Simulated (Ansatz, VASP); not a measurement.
## C in VASP and in Ansatz

INCAR

```
SYSTEM = C
ALGO     = Normal         ! electronic algorithm
EDIFF    = 1E-6           ! SCF threshold, eV
EDIFFG   = -0.01          ! ionic threshold
ENCUT    = 600            ! plane-wave cutoff, eV
GGA      = PE             ! functional
IBRION   = 2              ! ionic algorithm
ISIF     = 3              ! what is computed and relaxed
ISMEAR   = 0              ! smearing method
LASPH    = .True.         ! aspherical terms in the spheres
LCHARG   = .False.        ! write CHGCAR
LREAL    = .False.        ! projectors in reciprocal space
LWAVE    = .False.        ! write WAVECAR
NELM     = 60             ! most SCF steps
NSW      = 100            ! ionic steps
PREC     = Accurate       ! precision mode
SIGMA    = 0.02           ! smearing width, eV
```

The input KPOINTS:

```
k-points
0
Gamma
  8 8 6
  0 0 0
```

Contents of POSCAR:

```
C
1.0
    2.1818749758     -2.5261702978      0.0000000000
    2.1818749758      2.5261702978      0.0000000000
    0.0000000000      0.0000000000      4.3704703844
C
8
Direct
    0.3155549598      0.0458621553      0.4103080283
    0.4541378447      0.1844450402      0.0896919717
    0.0458621553      0.3155549598      0.5896919717
    0.1844450402      0.4541378447      0.9103080283
    0.9541378447      0.6844450402      0.4103080283
    0.6844450402      0.9541378447      0.5896919717
    0.8155549598      0.5458621553      0.0896919717
    0.5458621553      0.8155549598      0.9103080283
```

Input for Ansatz:

```yaml
crystal:
  lattice:
    - [2.1818749758, -2.5261702978, 0.0]
    - [2.1818749758, 2.5261702978, 0.0]
    - [0.0, 0.0, 4.3704703844]
  atoms:
    - { symbol: C, position: [0.3155549598, 0.0458621553, 0.4103080283] }
    - { symbol: C, position: [0.4541378447, 0.1844450402, 0.0896919717] }
    - { symbol: C, position: [0.0458621553, 0.3155549598, 0.5896919717] }
    - { symbol: C, position: [0.1844450402, 0.4541378447, 0.9103080283] }
    - { symbol: C, position: [0.9541378447, 0.6844450402, 0.4103080283] }
    - { symbol: C, position: [0.6844450402, 0.9541378447, 0.5896919717] }
    - { symbol: C, position: [0.8155549598, 0.5458621553, 0.0896919717] }
    - { symbol: C, position: [0.5458621553, 0.8155549598, 0.9103080283] }
basis:
  ecutwfc: 420
kpoints:
  mp_grid: { grid: [8, 8, 6] }
hamiltonian:
  xc: pbe
scf:
  occupations: { method: gaussian, width: 0.02 }
output:
  forces: true
  stress: true
  eigenvalues: true
relax:
  adjacent_minimum: "off"
  f_tol: 0.01
  max_steps: 80
  cell: { stress_tol: 0.05 }
```

Alike in both runs: task relaxation of cell and atoms; functional PBE; k mesh 8 × 8 × 6; occupations gaussian, width 0.02 eV; no spin polarisation.

|  | VASP | Ansatz |
| --- | --- | --- |
| version | VASP 6.6.1 | Ansatz 0.2.0 |
| potentials or method | VASP PAW PBE potentials, release 64 (C), cutoff 600 eV | scalar-relativistic, plane waves, PAW |
| valence electrons in the cell | 32 | 32 |

```csv
,VASP,Ansatz,Ansatz less VASP
"gap on the k mesh at the Fermi level, each at its own relaxed structure (eV)",2.74,2.76,+0.017
relaxed volume (Å³/atom),6.02,6.02,0.000
relaxed cell length with the largest relative difference (Å),3.338,3.338,0.0000
```

Noted on VASP's run: the relaxation stopped at its first step, so nothing moved.
